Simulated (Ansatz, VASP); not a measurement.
Tl3O2: VASP beside Ansatz

```
Tl O
1.0
     3.20934    1.85291    5.84148
    -3.20934    1.85291    5.84148
     0.00000   -3.70582    5.84148
Tl O
6 4
Direct
  0.05625 0.44375 0.75000
  0.75000 0.05625 0.44375
  0.44375 0.75000 0.05625
  0.94375 0.55625 0.25000
  0.25000 0.94375 0.55625
  0.55625 0.25000 0.94375
  0.85218 0.85218 0.85218
  0.64782 0.64782 0.64782
  0.14782 0.14782 0.14782
  0.35218 0.35218 0.35218
```

Alike in both runs: task single point; functional PBE; k mesh 3 × 3 × 3; occupations gaussian, width 0.1 eV; no spin polarisation.

|  | VASP | Ansatz |
| --- | --- | --- |
| version | VASP 6.6.1 | Ansatz 0.2.0 |
| potentials or method | VASP PAW PBE potentials, release 64 (Tl_d, O), cutoff 520 eV | scalar-relativistic, plane waves, PAW |
| valence electrons in the cell | 102 | 102 |

```csv
,VASP,Ansatz,Ansatz less VASP
gap on the k mesh at the Fermi level (eV),none,none,-
pressure (GPa),3.8,3.8,+0.04
"traceless stress, the component that is largest in VASP (GPa)",-0.78,-0.76,+0.016
rms of the force components (eV/Å),0.016,0.018,+0.0021
```

Atom by atom the forces differ by 0.002 eV/Å (rms over components). A gap of «none» marks a metal or a gap that the smearing closes.

The k mesh is coarse, so the values compare programs but aren't converged. Neither program's run includes spin-orbit coupling.
